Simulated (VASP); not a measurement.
Wanted: the native input for a VASP 6.6.1 run.

```
Task                   : single point
Functional             : PBE
Potentials or basis    : VASP PAW PBE potentials, release 64 (P, C)
Cutoff                 : 520 eV
k mesh                 : 8 × 8 × 8
Occupations            : gaussian, width 0.2 eV
Spin                   : no spin polarisation
Dipole correction      : no
Further INCAR settings : ALGO = Normal; EDIFF = 1e-06; NBANDS = 14
```

The structure of PC2 lies in POSCAR:

```
PC2
1.0
    1.4809722920      0.8550397501      4.2743826799
   -1.4809722920      0.8550397501      4.2743826799
    0.0000000000     -1.7100795042      4.2743826791
P C
1 2
Direct
    0.0000000000      0.0000000000      0.0000000000
    0.2673380258      0.2673380258      0.2673380258
    0.7326619742      0.7326619742      0.7326619742
```

One way to write it, as run:

INCAR

```
PREC = Accurate
ENCUT = 520
EDIFF = 1E-6
ISMEAR = 0
SIGMA = 0.2
LREAL = F
LASPH = T
NELM = 60
ALGO = Normal
ISIF = 2
LWAVE = F
LCHARG = F
GGA = PE
NBANDS = 14
```

KPOINTS

```
Automatic mesh
0
Gamma
  8 8 8
```

Potentials or basis: VASP PAW PBE potentials, release 64 (P, C).

Run with:

```bash
$ cat potpaw_PBE.64/P/POTCAR potpaw_PBE.64/C/POTCAR > POTCAR
$ mpirun -np 1 vasp_std > vasp.out
```

It gave:

```json
{
 "Pressure": "-0.3 GPa",
 "Largest force": "0.005 eV/Å"
}
```

It took 58 s on 1 thread of Intel(R) Xeon(R) Platinum 8488C (Sapphire Rapids) (shared host), peak memory 0.2 GiB.
